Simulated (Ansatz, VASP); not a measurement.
**SnTe: VASP beside Ansatz**

INCAR

```
SYSTEM = SnTe
  ALGO = Normal
  EDIFF = 1E-6
  ENCUT = 520
  GGA = PS
  ISIF = 2
  ISMEAR = 0
  LASPH = .True.
  LCHARG = .False.
  LREAL = .False.
  LWAVE = .False.
  NBANDS = 17
  NELM = 80
  PREC = Accurate
  SIGMA = 0.01
```

The input KPOINTS:

```
k-points
0
Gamma
  10 10 10
  0 0 0
```

Contents of POSCAR:

```
SnTe
1.0
    0.0000000000      3.1751552464      3.1751552464
    3.1751552464      0.0000000000      3.1751552464
    3.1751552464      3.1751552464      0.0000000000
Sn Te
1 1
Direct
    0.0000000000      0.0000000000      0.0000000000
    0.5000000000      0.5000000000      0.5000000000
```

Input for Ansatz:

```yaml
crystal:
  lattice:
    - [0.0, 3.1751552464, 3.1751552464]
    - [3.1751552464, 0.0, 3.1751552464]
    - [3.1751552464, 3.1751552464, 0.0]
  atoms:
    - { symbol: Sn, position: [0.0, 0.0, 0.0] }
    - { symbol: Te, position: [0.5, 0.5, 0.5] }
basis:
  ecutwfc: 420
kpoints:
  mp_grid: { grid: [10, 10, 10] }
hamiltonian:
  xc: pbesol
scf:
  occupations: { method: gaussian, width: 0.01 }
output:
  forces: true
  stress: true
  eigenvalues: true
```

Alike in both runs: task single point; functional PBEsol; k mesh 10 × 10 × 10; occupations gaussian, width 0.01 eV; no spin polarisation.

|  | VASP | Ansatz |
| --- | --- | --- |
| version | VASP 6.6.1 | Ansatz 0.2.0 |
| potentials or method | VASP PAW PBE potentials, release 64 (Sn_d, Te), cutoff 520 eV | scalar-relativistic, plane waves, PAW |
| valence electrons in the cell | 20 | 30 |

|  | VASP | Ansatz | Ansatz less VASP |
| --- | --- | --- | --- |
| gap on the k mesh at the Fermi level (eV) | 0.07 | 0.07 | -0.001 |
| least direct gap on the mesh (eV) | 0.07 | 0.07 | -0.001 |
| pressure (GPa) | -1.3 | -1.3 | +0.02 |

VASP's potentials were made for PBE, not for PBEsol. VASP's potentials hold 20 valence electrons a cell and Ansatz's 30, so a difference there can come from the potentials and not from the codes.

Neither program's run includes spin-orbit coupling.
